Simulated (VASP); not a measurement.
Runs of VASP 6.6.1 on ZnF2. The structure is that of space group P4_2/mnm (No. 136), or close to it. The cells are those of the table. 

```tsv
task	level	potentials or basis	cell	smearing	gap on the mesh (eV)	pressure (GPa)	relaxed volume (Å³/atom)	largest force (eV/Å)
single point	PBEsol	VASP PAW PBE potentials, release 64 (Zn, F)	a = 4.720, b = 4.720, c = 3.126 Å, 6 atoms	fermi-dirac 0.02 eV	3.37	0.5	-	0.02
single point	LDA	VASP PAW LDA potentials, release 64 (Zn, F)	a = 4.703, b = 4.703, c = 3.127 Å, 6 atoms	gaussian 0.01 eV	(b)	-4.7	-	0.06
single point	PBE	VASP PAW PBE potentials, release 64 (Zn, F)	a = 4.703, b = 4.703, c = 3.127 Å, 6 atoms	fermi-dirac 0.02 eV	3.51	7.0	-	0.04
single point	LDA	VASP PAW LDA potentials, release 64 (Zn, F)	a = 4.631, b = 4.631, c = 3.088 Å, 6 atoms	fermi-dirac 0.02 eV	(c)	0.6	-	0.01
relaxation of cell and atoms	PBEsol	VASP PAW PBE potentials, release 64 (Zn, F)	relaxed from a = 4.800, b = 4.800, c = 3.175 Å, 6 atoms	fermi-dirac 0.02 eV	3.35	0.0	11.64	-
relaxation of cell and atoms	LDA	VASP PAW LDA potentials, release 64 (Zn, F)	relaxed from a = 4.800, b = 4.800, c = 3.175 Å, 6 atoms	fermi-dirac 0.02 eV	3.39	0.0	(a)	-
single point	PBE	VASP PAW PBE potentials, release 64 (Zn, F)	a = 4.800, b = 4.800, c = 3.175 Å, 6 atoms	fermi-dirac 0.02 eV	3.46	0.3	-	0.01
```

Alike in all rows: no spin polarisation; k mesh 6 × 6 × 8; cutoff (eV) 600.

**Question.** Estimate the missing entries.

**Answer.** (a) 11.08; (b) 3.33; (c) 3.40.

Caveats: the PAW data sets were made with another functional, which shifts forces and pressure a little (at least some runs); the cell stands under tension (at least some runs); the cell stands under pressure (at least some runs).

A k mesh can miss the band edges.
